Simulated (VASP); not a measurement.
# Sn (Fd-3m) in VASP: a series of runs, part 2 of 2

VASP 6.6.1. Earlier steps stand in the parts before.

## (3) Relaxation of cell and atoms, PBE, target pressure 180 GPa, at which the enthalpy is minimised

This run uses another cell than the first one, of 16.77 Å³/atom.

The input, INCAR:

```
SYSTEM = Sn
PREC     = Accurate       ! precision mode
ENCUT    = 600            ! plane-wave cutoff, eV
EDIFF    = 1E-7           ! SCF threshold, eV
ISMEAR   = -1             ! smearing method
SIGMA    = 0.08           ! smearing width, eV
LREAL    = .False.        ! projectors in reciprocal space
LASPH    = .True.         ! aspherical terms in the spheres
NELM     = 100            ! most SCF steps
ALGO     = Normal         ! electronic algorithm
ISIF     = 3              ! what is computed and relaxed
LWAVE    = .False.        ! write WAVECAR
LCHARG   = .False.        ! write CHGCAR
GGA      = PE             ! functional
IBRION   = 2              ! ionic algorithm
NSW      = 32             ! ionic steps
EDIFFG   = -0.005         ! ionic threshold
PSTRESS  = 1800.0
```

The input, KPOINTS:

```
regular mesh
0
Gamma
  13 13 13
  0 0 0
```

The input, POSCAR:

```
Sn
1.0
    0.0000000000      2.5597355058      2.5597355058
    2.5597355058      0.0000000000      2.5597355058
    2.5597355058      2.5597355058      0.0000000000
Sn
2
Direct
   -0.1250000000     -0.1250000000     -0.1250000000
    0.1250000000      0.1250000000      0.1250000000
```

Potentials or basis: VASP PAW PBE potentials, release 64 (Sn_d).

Command:

```sh
> cat potpaw_PBE.64/Sn_d/POTCAR > POTCAR
> mpirun -np 1 vasp_std > vasp.out
```

OUTCAR:

```text
SYSTEM = Sn
   PREC = Accurate
   ENCUT = 600
   EDIFF = 1E-7
   ISMEAR = -1
   LREAL = .False.
   LASPH = .True.
   NELM = 100
   ISIF = 3
   GGA = PE
   IBRION = 2
   NSW = 32
   EDIFFG = -0.005
   PSTRESS = 1800.0

 ion  position               nearest neighbor table
   1  0.875  0.875  0.875-   2 2.22   2 2.22   2 2.22   2 2.22
   2  0.125  0.125  0.125-   1 2.22   1 2.22   1 2.22   1 2.22

  LATTYP: Found a face centered cubic cell.
 ALAT       =     5.1194710116

  Lattice vectors:

 A1 = (   0.0000000000,   2.5597355058,   2.5597355058)
 A2 = (   2.5597355058,   0.0000000000,   2.5597355058)
 A3 = (   2.5597355058,   2.5597355058,   0.0000000000)

Analysis of symmetry for initial positions (statically):
=====================================================================
 Subroutine PRICEL returns:
 Original cell was already a primitive cell.

 Routine SETGRP: Setting up the symmetry group for a
 face centered cubic supercell.

 Subroutine GETGRP returns: Found 48 space group operations
 (whereof 12 operations were pure point group operations)
 out of a pool of 48 trial point group operations.

The static configuration has the point symmetry D_3d.
 The point group associated with its full space group is O_h .

Analysis of symmetry for dynamics (positions and initial velocities):
=====================================================================
 Subroutine PRICEL returns:
 Original cell was already a primitive cell.

 Routine SETGRP: Setting up the symmetry group for a
 face centered cubic supercell.

 Subroutine GETGRP returns: Found 48 space group operations
 (whereof 12 operations were pure point group operations)
 out of a pool of 48 trial point group operations.

The dynamic configuration has the point symmetry D_3d.
 The point group associated with its full space group is O_h .

 Subroutine INISYM returns: Found 48 space group operations
 (whereof 12 operations are pure point group operations),
 and found     1 'primitive' translations
[... 120 lines left out ...]
   GGA     = PE    functional components
   LHFCALC =     F    Hartree Fock is set to
   AEXX    =    0.0000 exact exchange contribution
   IVDW    =     0    specifies the selected vdW correction
   LEPSILON=     F    determine dielectric tensor
   LRPA    =     F    only Hartree local field effects (RPA)
 conjugate gradient relaxation of ions
 non-spin polarized calculation
  energy-cutoff  :      600.00
  volume of cell :       33.54
 maximum number of plane-waves:      1139
 NGX is ok and might be reduce to    30
   NGX = 15   NGY = 15   NGZ = 15

--------------------------------------- Ionic step        1  -------------------------------------------

 number of electron      27.9999995 magnetization

 Free energy of the ion-electron system (eV)
  ---------------------------------------------------
  ext. energy  EPLUGINS =         0.00000000
  ---------------------------------------------------
  free energy    TOTEN  =         3.18382229 eV

  energy without entropy =        3.19067855  energy(sigma->0) =        3.18725042

------------------------ aborting loop because EDIFF is reached ----------------------------------------

  FORCE on cell =-STRESS in cart. coord.  units (eV):
  Direction    XX          YY          ZZ          XY          YZ          ZX
  --------------------------------------------------------------------------------------
  -------------------------------------------------------------------------------------
  Total       37.9689374     37.9689374     37.9689374     -0.0000000      0.0000000      0.0000000
  in kB     1813.5258568   1813.5258568   1813.5258568     -0.0000000      0.0000000      0.0000000
  external PRESSURE =      13.5258568 kB  Pullay stress =    1800.0000000 kB
[... 63 lines left out ...]
--------------------------------------- Ionic step        3  -------------------------------------------

 number of electron      27.9999996 magnetization

 Free energy of the ion-electron system (eV)
  ---------------------------------------------------
  ext. energy  EPLUGINS =         0.00000000
  ---------------------------------------------------
  free energy    TOTEN  =         3.10446024 eV

  energy without entropy =        3.11129636  energy(sigma->0) =        3.10787830

 E-fermi :  16.5032     XC(G=0): -12.4819

 val. band max:       16.4593910557   @ k =   0.4615   0.4615   0.0000
 cond. band min:      16.5464596205   @ k =  -0.4615   0.3846   0.0000
 fundamental gap:      0.0870685648
 Fermi energy:        16.5031960372

 k-point     1 :       0.0000    0.0000    0.0000
  band No.  band energies     occupation
      1      -8.6203      2.00000
      2      -8.6203      2.00000
      3      -8.6203      2.00000
      4      -8.4383      2.00000
      5      -8.4383      2.00000
      6      -6.7909      2.00000
[... 481 lines left out ...]
      5      -7.9286      2.00000
      6      -7.3455      2.00000
[... 10 lines left out ...]
     17      21.9217      0.00000
     18      22.7905      0.00000

 [... further k-points ...]

------------------------ aborting loop because EDIFF is reached ----------------------------------------

  FORCE on cell =-STRESS in cart. coord.  units (eV):
  Direction    XX          YY          ZZ          XY          YZ          ZX
  --------------------------------------------------------------------------------------
  -------------------------------------------------------------------------------------
  Total       37.7657363     37.7657363     37.7657363      0.0000000     -0.0000000      0.0000000
  in kB     1800.0431453   1800.0431453   1800.0431453      0.0000000     -0.0000000      0.0000000
  external PRESSURE =       0.0431453 kB  Pullay stress =    1800.0000000 kB
[... 21 lines left out ...]
  energy  without entropy=        3.1112963604  energy(sigma->0) =        3.10787830

  enthalpy is  TOTEN    =        40.8692912893 eV   P V=       37.7648310466

 reached required accuracy - stopping structural energy minimisation
```

It took 4.5 min on 1 thread of Intel Xeon Platinum 8259CL at 2.50GHz (Skylake/Cascade Lake), shared host; peak memory 0.21 GiB.

Results:

```
Free energy                                                : 3.1045 eV
Relaxed volume                                             : 16.81 Å³/atom
Relaxed cell                                               : a = 3.623 Å, b = 3.623 Å, c = 3.623 Å, α = 60.00°, β = 60.00°, γ = 60.00°
Space group after relaxing (to 0.1 Å)                      : Fd-3m (No. 227)
Energy change on relaxing (the run minimises the enthalpy) : -39.7 meV/atom
Ionic steps                                                : 3
Pressure after relaxing                                    : 180.0 GPa
Band gap on the k mesh                                     : zero (bands 14 and 15 overlap by 1.33 eV)
```

Step by step:
```
step  energy change (eV)  largest force (eV/Å)  pressure (GPa)  volume (Å³)
   1              0.0000                0.0000          181.35        33.54
   2             -0.7552                0.0000          168.51        34.24
   3             -0.0794                0.0000          180.00        33.61
```

Final structure:
```
CELL_PARAMETERS angstrom
0.00000 2.56152 2.56152
2.56152 0.00000 2.56152
2.56152 2.56152 0.00000
ATOMIC_POSITIONS crystal
Sn 0.87500 0.87500 0.87500
Sn 0.12500 0.12500 0.12500
```

Caveat: the cell is relaxed towards a set pressure, so the run minimises the enthalpy, not the energy; spin-orbit coupling is left out, which moves the levels of the heavy elements.

The gap in the log of VASP goes by the Fermi energy; the results here count the filled bands.